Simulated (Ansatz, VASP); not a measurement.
One calculation of KP3Ru, two programs

```
CELL_PARAMETERS angstrom
4.91827 0.00000 0.00000
0.00000 4.91827 0.00000
0.00000 0.00000 4.91827
ATOMIC_POSITIONS crystal
K 0.50000 0.50000 0.50000
P 0.00000 0.50000 0.50000
P 0.50000 0.50000 0.00000
P 0.50000 0.00000 0.50000
Ru 0.00000 0.00000 0.00000
```

Change from the starting cell: species swapped into the EuRh3C type (Pm-3m, No. 221).

Alike in both runs: functional PBE; k mesh 4 × 4 × 4; occupations gaussian, width 0.1 eV; no spin polarisation.

Ansatz relaxed the structure, and its values are those at the end. VASP's run is a single point on that final structure, the one shown.

```csv
,VASP,Ansatz
version,VASP 6.6.1,Ansatz 0.2.0
potentials or method,"VASP PAW PBE potentials, release 64 (K_sv, P, Ru_pv), cutoff 520 eV","scalar-relativistic, plane waves, PAW"
valence electrons in the cell,38,40
```

```csv
,VASP,Ansatz,Ansatz less VASP
gap on the k mesh at the Fermi level (eV),none,none,-
pressure (GPa),0.2,0.0,-0.28
```

A gap of «none» marks a metal or a gap that the smearing closes. VASP's potentials hold 38 valence electrons a cell and Ansatz's 40, so a difference there can come from the potentials and not from the codes.
